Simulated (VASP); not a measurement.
Ti2Te3Pt:

```xyz
6
Lattice="6.0965 0.0000 0.0000 -3.0483 5.2798 0.0000 0.0000 0.0000 4.2820" Properties=species:S:1:pos:R:3 pbc="T T T"
Ti    3.0483    1.7599    4.1242
Ti    0.0000    3.5198    4.1242
Te    1.5241    2.6399    1.9677
Te    3.0483    0.0000    1.9677
Te   -1.5241    2.6399    1.9677
Pt    0.0000    0.0000    3.8059
```

The cell was built from a structure type or drawn by symmetry, and may not be a known phase.

| Item | Value |
| --- | --- |
| Program | VASP 6.6.1 |
| Task | relaxation of cell and atoms |
| Functional | PBE |
| Potentials or basis | VASP PAW PBE potentials, release 64 (Ti_sv, Te, Pt) |
| Cutoff | 600 eV |
| k mesh | 6 × 6 × 10 |
| Occupations | gaussian, width 0.1 eV |
| Spin | no spin polarisation |

At the start: pressure 2.0 GPa; volume 22.97 Å³/atom.

Problem. Where does the relaxation end?

Solution. Over 21 steps the energy falls by 6.0 meV/atom and the volume is 23.65 Å³/atom (+3.0 %); space group P6mm (No. 183, to 0.1 Å) before and after.

Step by step:
```tsv
step	energy change (eV)	largest force (eV/Å)	pressure (GPa)	volume (Å³)
1	0.0000	0.1108	2.02	137.83
2	-0.0182	0.0642	-1.17	143.68
3	-0.0263	0.0644	-0.09	141.54
4	-0.0263	0.0636	-0.13	141.61
5	-0.0277	0.0590	-0.10	141.46
6	-0.0289	0.0566	-0.01	141.15
7	-0.0289	0.0562	0.00	141.11
8	-0.0292	0.0559	0.02	141.08
9	-0.0300	0.0542	0.09	141.00
10	-0.0313	0.0500	0.23	140.84
11	-0.0324	0.0372	0.52	140.52
12	-0.0324	0.0369	0.52	140.53
13	-0.0326	0.0362	0.51	140.56
14	-0.0329	0.0343	0.49	140.62
15	-0.0336	0.0314	0.44	140.74
16	-0.0346	0.0250	0.36	140.98
17	-0.0359	0.0116	0.20	141.46
18	-0.0351	0.0231	-0.11	142.43
19	-0.0361	0.0072	0.09	141.78
20	-0.0362	0.0068	0.06	141.81
21	-0.0363	0.0056	-0.03	141.90
```

Final structure:
```xyz
6
Lattice="6.1511 0.0000 0.0000 -3.0756 5.3270 0.0000 0.0000 0.0000 4.3306" Properties=species:S:1:pos:R:3 pbc="T T T"
Ti    3.0756    1.7757    4.1896
Ti    0.0000    3.5514    4.1896
Te    1.5378    2.6635    2.0402
Te    3.0756    0.0000    2.0402
Te   -1.5378    2.6635    2.0402
Pt    0.0000    0.0000    3.6611
```
